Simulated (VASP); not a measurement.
# SrSiH6 in VASP: a series of runs

SrSiH6 is run at these levels: PBEsol, r2SCAN+rVV10; tasks: relaxation of cell and atoms, single point.

Everything below comes from runs of VASP 6.6.1. Logs are shortened: lines on timing, memory, paths and dates and some standing lists are left out, and cuts for length are marked.

## 1. The cell of the first run

The typed cell holds 8 atoms: a = 4.747 Å, b = 4.188 Å, c = 5.525 Å, α = 52.39°, β = 79.57°, γ = 61.41°.

## 2. Relaxation of cell and atoms, PBEsol

Contents of INCAR:

```
SYSTEM = SrSiH6
PREC     = Accurate       ! precision mode
ENCUT    = 600            ! plane-wave cutoff, eV
EDIFF    = 1E-7           ! SCF threshold, eV
ISMEAR   = -1             ! smearing method
SIGMA    = 0.05           ! smearing width, eV
LREAL    = .FALSE.        ! projectors in reciprocal space
LASPH    = .TRUE.         ! aspherical terms in the spheres
NELM     = 60             ! most SCF steps
ALGO     = Normal         ! electronic algorithm
ISIF     = 3              ! what is computed and relaxed
LWAVE    = .FALSE.        ! write WAVECAR
LCHARG   = .FALSE.        ! write CHGCAR
GGA      = PS             ! functional
IBRION   = 2              ! ionic algorithm
NSW      = 100            ! ionic steps
EDIFFG   = -0.01          ! ionic threshold
```

Contents of KPOINTS:

```
Automatic mesh
0
G
  4 6 4
  0 0 0
```

Contents of POSCAR:

```
SrSiH6
1.0
    4.6997964403     -0.2124455257      0.6358729125
    2.0857398518      3.5567728202      0.7331621657
    0.4836476562      2.6974811329      4.7969552213
Sr Si H
1 1 6
Direct
    0.4926863604      0.0021137717      0.4972511505
    0.0005488372      0.0041592983     -0.0011089900
   -0.2495771894      0.3791432020      0.0636984874
    1.2322421197      0.6427708899      0.9458615334
    0.1027080872      0.3717218565      0.7242400775
    0.9141227829      0.6120917921      0.2915416077
    0.2991340390      0.7922580669      0.2462354537
    0.7013359817      0.1869055972      0.7677128344
```

Potentials or basis: VASP PAW PBE potentials, release 64 (Sr_sv, Si, H).

Command:

```sh
cat potpaw_PBE.64/Sr_sv/POTCAR potpaw_PBE.64/Si/POTCAR potpaw_PBE.64/H/POTCAR > POTCAR
mpirun -np 1 vasp_std > vasp.out
```

OUTCAR:

```text
SYSTEM = SrSiH6
   PREC = Accurate
   ENCUT = 600
   EDIFF = 1E-7
   ISMEAR = -1
   LREAL = .FALSE.
   LASPH = .TRUE.
   NELM = 60
   ISIF = 3
   GGA = PS
   IBRION = 2
   NSW = 100
   EDIFFG = -0.01

 ion  position               nearest neighbor table
   1  0.493  0.002  0.497-   7 2.38   3 2.43   8 2.44   4 2.46   5 2.49   4 2.49   6 2.50   7 2.50
                             6 2.51   3 2.54   8 2.55   5 2.62   2 3.08   2 3.10   2 3.29   2 3.31
   2  0.001  0.004  0.999-   4 1.55   5 1.58   6 1.63   8 1.63   7 1.64   3 1.66   1 3.08   1 3.10
                             1 3.29   1 3.31   1 3.91   1 4.00
   3  0.750  0.379  0.064-   2 1.66   1 2.43   1 2.54
   4  0.232  0.643  0.946-   2 1.55   1 2.46   1 2.49
   5  0.103  0.372  0.724-   2 1.58   1 2.49   1 2.62
   6  0.914  0.612  0.292-   2 1.63   1 2.50   1 2.51
   7  0.299  0.792  0.246-   2 1.64   1 2.38   1 2.50
   8  0.701  0.187  0.768-   2 1.63   1 2.44   1 2.55

  LATTYP: Found a triclinic cell.
 ALAT       =     4.5880021780
 B/A-ratio  =     1.6111182485
 C/A-ratio  =     1.5699589018
 COS(alpha) =     0.0269955441
 COS(beta)  =     0.4347981342
 COS(gamma) =     0.8573272571

  Lattice vectors:

 A1 = (   2.6140565885,  -3.7692183459,  -0.0972892532)
 A2 = (   0.5283167367,  -7.3259911661,  -0.8304514189)
 A3 = (   6.3018886359,   0.6468461616,  -3.4279201431)

Analysis of symmetry for initial positions (statically):
=====================================================================
 Subroutine PRICEL returns:
 Original cell was already a primitive cell.

 Routine SETGRP: Setting up the symmetry group for a
 triclinic supercell.

 Subroutine GETGRP returns: Found  1 space group operations
 (whereof  1 operations were pure point group operations)
 out of a pool of  2 trial point group operations.

The static configuration has the point symmetry C_1 .

Analysis of symmetry for dynamics (positions and initial velocities):
=====================================================================
 Subroutine PRICEL returns:
 Original cell was already a primitive cell.

 Routine SETGRP: Setting up the symmetry group for a
 triclinic supercell.

 Subroutine GETGRP returns: Found  1 space group operations
 (whereof  1 operations were pure point group operations)
 out of a pool of  2 trial point group operations.

The dynamic configuration has the point symmetry C_1 .

 Subroutine INISYM returns: Found  1 space group operations
 (whereof  1 operations are pure point group operations),
 and found     1 'primitive' translations

----------------------------------------------------------------------------------------

                                     Primitive cell

  volume of cell :      75.4256

  direct lattice vectors                    reciprocal lattice vectors
     4.699796440 -0.212445526  0.635872912     0.199984904 -0.127948650  0.051786358
     2.085739852  3.556772820  0.733162166     0.036252221  0.294822495 -0.169443195
     0.483647656  2.697481133  4.796955221    -0.032050276 -0.028099828  0.227498433

  length of vectors
     4.747373384  4.187895699  5.524590384     0.242995156  0.341972987  0.231457032

  position of ions in fractional coordinates (direct lattice)
     0.492686360  0.002113772  0.497251150
     0.000548837  0.004159298  0.998891010
     0.750422811  0.379143202  0.063698487
     0.232242120  0.642770890  0.945861533
     0.102708087  0.371721857  0.724240077
     0.914122783  0.612091792  0.291541608
     0.299134039  0.792258067  0.246235454
     0.701335982  0.186905597  0.767712834

  ion indices of the primitive-cell ions
   primitive index   ion index
                 1           1
                 2           2
                 3           3
                 4           4
                 5           5
                 6           6
                 7           7
                 8           8

----------------------------------------------------------------------------------------

 KPOINTS: Automatic mesh

Automatic generation of k-mesh.
 Grid dimensions read from file:
 generate k-points for:    4    6    4

 Generating k-lattice:

  Cartesian coordinates                     Fractional coordinates (reciprocal lattice)
     0.049996226 -0.031987163  0.012946590     0.250000000  0.000000000  0.000000000
     0.006042037  0.049137083 -0.028240533    -0.000000000  0.166666667  0.000000000
    -0.008012569 -0.007024957  0.056874608     0.000000000  0.000000000  0.250000000

  Length of vectors
     0.060748789  0.056995498  0.057864258

  Shift w.r.t. Gamma in fractional coordinates (k-lattice)
     0.000000000  0.000000000  0.000000000

 Subroutine IBZKPT returns following result:
 ===========================================

 Found     52 irreducible k-points:

 Following reciprocal coordinates:
            Coordinates               Weight
  0.000000  0.000000  0.000000      1.000000
  0.250000  0.000000  0.000000      2.000000
  0.500000  0.000000  0.000000      1.000000
  0.000000  0.166667 -0.000000      2.000000
  0.250000  0.166667  0.000000      2.000000
  0.500000  0.166667  0.000000      2.000000
[... 16 lines left out ...]
  0.000000  0.333333  0.250000      2.000000
  0.250000  0.333333  0.250000      2.000000
 [... further k-points ...]
   k-points           NKPTS =     52   k-points in BZ     NKDIM =     52   number of bands    NBANDS=     15
   number of dos      NEDOS =    301   number of ions     NIONS =      8
   total plane-waves  NPLWV =  69120
   dimension x,y,z NGX =    40 NGY =   36 NGZ =   48
   dimension x,y,z NGXF=    80 NGYF=   72 NGZF=   96
   ions per type =               1   1   6
   NGX,Y,Z   is equivalent  to a cutoff of  14.01, 14.29, 14.44 a.u.
   NGXF,Y,Z  is equivalent  to a cutoff of  28.01, 28.58, 28.89 a.u.
 SYSTEM =  SrSiH6
   PREC   = accura    normal or accurate (medium, high low for compatibility)
   ISTART =      0    job   : 0-new  1-cont  2-samecut
   ICHARG =      2    charge: 1-file 2-atom 10-const
   ISPIN  =      1    spin polarized calculation?
   LNONCOLLINEAR =      F non collinear calculations
   LSORBIT =      F    spin-orbit coupling
   LASPH  =      T    aspherical Exc in radial PAW
   ENCUT  =  600.0 eV  44.10 Ry    6.64 a.u.   9.48  8.36 11.03*2*pi/ulx,y,z
   NELM   =     60;   NELMIN=  2; NELMDL= -5     # of ELM steps
   EDIFF  = 0.1E-06   stopping-criterion for ELM
   LREAL  =      F    real-space projection
   EDIFFG = -.1E-01   stopping-criterion for IOM
   NSW    =    100    number of steps for IOM
   IBRION =      2    ionic relax: 0-MD 1-quasi-New 2-CG
   NFREE  =      1    steps in history (QN), initial steepest desc. (CG)
   ISIF   =      3    stress and relaxation
   ISYM   =      2    0-nonsym 1-usesym 2-fastsym
   POTIM  = 0.5000    time-step for ionic-motion
   TEBEG  =    0.0;   TEEND  =   0.0 temperature during run
   PSTRESS=    0.0 pullay stress
   NELECT =      20.0000    total number of electrons
   NUPDOWN=      -1.0000    fix difference up-down
   EMIN   =  10.00;   EMAX   =-10.00  energy-range for DOS
   EFERMI =   0.00;   METHOD = LEGACY
   ISMEAR =    -1;   SIGMA  =   0.05  broadening in eV -4-tet -1-fermi 0-gaus
   EFERMI_NEDOS =   21; number of points for ismear=-14 and -15
   IALGO  =     38    algorithm
   IMIX   =      4    mixing-type and parameters
     AMIX     =   0.40;   BMIX     =  1.00
     AMIX_MAG =   1.60;   BMIX_MAG =  1.00
  volume/ion in A,a.u.               =       9.43        63.62
  Fermi-wavevector in a.u.,A,eV,Ry     =   1.051748  1.987516 15.050419  1.106175
  Thomas-Fermi vector in A             =   2.186804
   LORBIT       =      0    0 simple, 1 ext, 2 COOP (PROOUT), +10 PAW based schemes
   GGA     = PS    functional components
   LHFCALC =     F    Hartree Fock is set to
   AEXX    =    0.0000 exact exchange contribution
   IVDW    =     0    specifies the selected vdW correction
   LEPSILON=     F    determine dielectric tensor
   LRPA    =     F    only Hartree local field effects (RPA)
 conjugate gradient relaxation of ions
 non-spin polarized calculation
  energy-cutoff  :      600.00
  volume of cell :       75.43
 maximum number of plane-waves:      2534
 NGX is ok and might be reduce to    40
   NGX = 19   NGY = 17   NGZ = 23

--------------------------------------- Ionic step        1  -------------------------------------------

 number of electron      20.0000000 magnetization

 Free energy of the ion-electron system (eV)
  ---------------------------------------------------
  ext. energy  EPLUGINS =         0.00000000
  ---------------------------------------------------
  free energy    TOTEN  =       -28.99618123 eV

  energy without entropy =      -28.99618120  energy(sigma->0) =      -28.99618122

------------------------ aborting loop because EDIFF is reached ----------------------------------------

  FORCE on cell =-STRESS in cart. coord.  units (eV):
  Direction    XX          YY          ZZ          XY          YZ          ZX
  --------------------------------------------------------------------------------------
  -------------------------------------------------------------------------------------
  Total        0.1411420      0.2430342      0.1074585      0.0565163      0.1531266     -0.1264254
  in kB        2.9981128      5.1624873      2.2826140      1.2005094      3.2526869     -2.6855041
  external PRESSURE =       3.4810714 kB  Pullay stress =       0.0000000 kB
[... 107 lines left out ...]
  FREE ENERGIE OF THE ION-ELECTRON SYSTEM (eV)
  ---------------------------------------------------
  free  energy   TOTEN  =       -29.0267785504 eV

  energy  without entropy=      -29.0267785280  energy(sigma->0) =      -29.02677854

[... ionic steps 4 to 13 ...]

--------------------------------------- Ionic step       14  -------------------------------------------

 number of electron      20.0000000 magnetization

------------------------ aborting loop because EDIFF is reached ----------------------------------------
[... 79 lines left out ...]
--------------------------------------- Ionic step       16  -------------------------------------------

 number of electron      20.0000000 magnetization

 Free energy of the ion-electron system (eV)
  ---------------------------------------------------
  ext. energy  EPLUGINS =         0.00000000
  ---------------------------------------------------
  free energy    TOTEN  =       -29.04845866 eV

  energy without entropy =      -29.04845864  energy(sigma->0) =      -29.04845865

 E-fermi :   2.7411     XC(G=0):  -9.2433

 val. band max:        2.0221481619   @ k =   0.5000   0.0000   0.5000
 cond. band min:       3.4560776511   @ k =   0.0000   0.0000   0.0000
 fundamental gap:      1.4339294893
 Fermi energy:         2.7411222736

 k-point     1 :       0.0000    0.0000    0.0000
  band No.  band energies     occupation
      1     -32.4408      2.00000
      2     -14.5747      2.00000
      3     -14.5019      2.00000
      4     -14.4270      2.00000
      5      -8.3958      2.00000
      6      -1.8047      2.00000
      7      -1.6792      2.00000
      8      -1.1436      2.00000
      9      -0.5263      2.00000
     10       0.2484      2.00000
     11       3.4561      0.00000
     12       4.9113      0.00000
     13       5.9683      0.00000
     14       6.3677      0.00000
[... 401 lines left out ...]
      2     -14.5923      2.00000
      3     -14.5670      2.00000
      4     -14.4976      2.00000
      5      -7.8006      2.00000
      6      -3.0235      2.00000
      7      -1.9395      2.00000
      8      -1.5229      2.00000
      9      -0.7515      2.00000
     10       0.5341      2.00000
     11       4.6667      0.00000
     12       5.0731      0.00000
     13       6.1485      0.00000
     14       7.4084      0.00000
     15       8.3965      0.00000

 [... further k-points ...]
[... 5 lines left out ...]
  --------------------------------------------------------------------------------------
  -------------------------------------------------------------------------------------
  Total       -0.0122735      0.0078648      0.0051972     -0.0025711      0.0034538     -0.0009779
  in kB       -0.2582549      0.1654887      0.1093584     -0.0540998      0.0726732     -0.0205773
  external PRESSURE =       0.0055307 kB  Pullay stress =       0.0000000 kB
[... 23 lines left out ...]
  FREE ENERGIE OF THE ION-ELECTRON SYSTEM (eV)
  ---------------------------------------------------
  free  energy   TOTEN  =       -29.0484586592 eV

  energy  without entropy=      -29.0484586393  energy(sigma->0) =      -29.04845865

 reached required accuracy - stopping structural energy minimisation
```

It took 16 min on 1 thread of Oxide Virtual Turin-like, shared host; peak memory 0.28 GiB.

Results:

* Free energy: -29.0485 eV
* Relaxed volume: 9.52 Å³/atom
* Relaxed cell: a = 4.755 Å, b = 4.192 Å, c = 5.543 Å, α = 52.51°, β = 80.00°, γ = 61.71°
* Space group after relaxing (to 0.1 Å): P-1 (No. 2)
* Energy gained by relaxing: 6.5 meV/atom
* Ionic steps: 16
* Pressure after relaxing: 0.0 GPa
* Largest force after relaxing: 0.008 eV/Å
* Band gap on the k mesh: 1.43 eV (least direct gap 3.03 eV)

Forces in eV/Å, atoms in the order of the input:
```
Sr   0.004 -0.003  0.002
Si  -0.004  0.005 -0.004
H    0.002 -0.005 -0.003
H   -0.005  0.001  0.000
H    0.006 -0.003  0.000
H    0.003  0.002  0.002
H   -0.003 -0.002 -0.003
H   -0.002  0.005  0.006
```

The path:
| step | energy change (eV) | largest force (eV/Å) | pressure (GPa) | volume (Å³) |
| --- | --- | --- | --- | --- |
| 1 | 0.0000 | 0.8203 | 0.35 | 75.43 |
| 2 | -0.0304 | 0.3792 | 0.15 | 75.65 |
| 3 | -0.0306 | 0.3000 | 0.16 | 75.63 |
| 4 | -0.0411 | 0.1928 | 0.23 | 75.78 |
| 5 | -0.0479 | 0.1156 | 0.35 | 76.01 |
| 6 | -0.0498 | 0.0746 | -0.03 | 76.35 |
| 7 | -0.0498 | 0.0717 | -0.12 | 76.43 |
| 8 | -0.0509 | 0.0520 | -0.16 | 76.47 |
| 9 | -0.0515 | 0.0793 | -0.20 | 76.52 |
| 10 | -0.0518 | 0.0733 | 0.00 | 76.32 |
| 11 | -0.0519 | 0.0325 | -0.06 | 76.38 |
| 12 | -0.0521 | 0.0191 | 0.00 | 76.26 |
| 13 | -0.0521 | 0.0287 | 0.04 | 76.19 |
| 14 | -0.0522 | 0.0121 | -0.01 | 76.16 |
| 15 | -0.0522 | 0.0101 | -0.01 | 76.16 |
| 16 | -0.0523 | 0.0080 | 0.00 | 76.14 |

Final structure:
```
CELL_PARAMETERS angstrom
4.70843 -0.22415 0.62329
2.07948 3.56589 0.73077
0.46326 2.70892 4.81334
ATOMIC_POSITIONS crystal
Sr 0.49866 0.99898 0.50441
Si 0.99920 0.99887 0.00452
H 0.76687 0.36404 0.06522
H 0.23177 0.63357 0.94405
H 0.09552 0.37381 0.72561
H 0.90226 0.62436 0.28305
H 0.29528 0.81032 0.24087
H 0.70364 0.18721 0.76770
```

Caveat: the PAW data sets were made with another functional, which shifts forces and pressure a little. A k mesh can miss the band edges.

## 3. Single point, r2SCAN+rVV10

This run uses another cell than the first one, of 9.88 Å³/atom.

Contents of POSCAR:

```
SrSiH6
1.0
    4.9997362155     -0.1362774274      0.5275306475
    2.2825723937      3.5811979160      0.5651117404
    0.4635689402      2.5635527951      4.6168608232
Sr Si H
1 1 6
Direct
    0.5000000000      0.0000000000      0.5000000000
    0.0000000000      0.0000000000      0.0000000000
   -0.2412057188      0.3507686443      0.0748809291
    1.2412057188      0.6492313557      0.9251190709
    0.0875889243      0.3519544108      0.7437836056
    0.9124110757      0.6480455892      0.2562163944
    0.2774458058      0.8008999925      0.2577866433
    0.7225541942      0.1991000075      0.7422133567
```

Contents of INCAR.step1:

```
ALGO = Normal
EDIFF = 1E-4
ENCUT = 520
GGA = PE
ISMEAR = -1
LASPH = T
LCHARG = F
LREAL = F
LWAVE = T
NBANDS = 20
NELM = 100
PREC = Accurate
SIGMA = 0.03
```

Contents of INCAR.step2:

```
ALGO = Normal
BPARAM = 11.95
CPARAM = 0.0093
EDIFF = 1E-6
ENCUT = 520
ISIF = 2
ISMEAR = -1
ISTART = 1
IVDW_NL = 2
LASPH = T
LCHARG = T
LELF = T
LMIXTAU = T
LREAL = F
LUSE_VDW = T
LVHAR = T
LWAVE = F
METAGGA = R2SCAN
NBANDS = 20
NELM = 100
PREC = Accurate
SIGMA = 0.03
```

Contents of KPOINTS:

```
k-points
0
Gamma
  6 8 6
```

Potentials or basis: VASP PAW PBE potentials, release 64 (Sr_sv, Si, H).

Command:

```sh
cat potpaw_PBE.64/Sr_sv/POTCAR potpaw_PBE.64/Si/POTCAR potpaw_PBE.64/H/POTCAR > POTCAR
cp INCAR.step1 INCAR
mpirun -np 1 vasp_std > vasp.out
cp INCAR.step2 INCAR
mpirun -np 1 vasp_std > vasp.out
```

Run time: 17 min. Hardware: 1 thread of Oxide Virtual Turin-like, shared host; peak memory 0.56 GiB.

It converged, with:

| Quantity | Value |
| --- | --- |
| Free energy | -46.1911 eV |
| Pressure | 0.0 GPa |
| Largest force | 0.018 eV/Å |
| Band gap on the k mesh | 2.01 eV (least direct gap 3.35 eV) |

Forces on the atoms (eV/Å):
```
Sr   0.000  0.000  0.000
Si   0.000  0.000  0.000
H    0.009 -0.015 -0.001
H   -0.009  0.015  0.001
H   -0.009 -0.005  0.011
H    0.009  0.005 -0.011
H   -0.010  0.006 -0.013
H    0.010 -0.006  0.013
```

Levels at points of the mesh, in eV from the valence-band top:
```
           k point  band 8  band 9  band 10  band 11  band 12  band 13
(0.00, 0.00, 0.00)   -3.57   -2.44    -2.07     2.01     3.47     3.83
(0.50, 0.00, 0.00)   -4.18   -1.17    -0.67     3.72     3.78     5.04
(0.00, 0.50, 0.00)   -4.54   -2.03    -1.83     3.62     4.69     5.63
(0.50, 0.50, 0.00)   -4.34   -2.23    -1.60     4.13     5.21     5.50
(0.00, 0.00, 0.50)   -4.09   -1.07    -0.58     3.68     3.70     4.75
(0.50, 0.00, 0.50)   -3.91   -3.09     0.00     3.35     4.76     6.13
(0.00, 0.50, 0.50)   -4.24   -2.18    -1.48     3.68     4.99     5.42
(0.50, 0.50, 0.50)   -3.62   -3.31    -1.61     4.17     4.36     5.47
```

Caveat: the PAW data sets were made with another functional, which shifts forces and pressure a little.
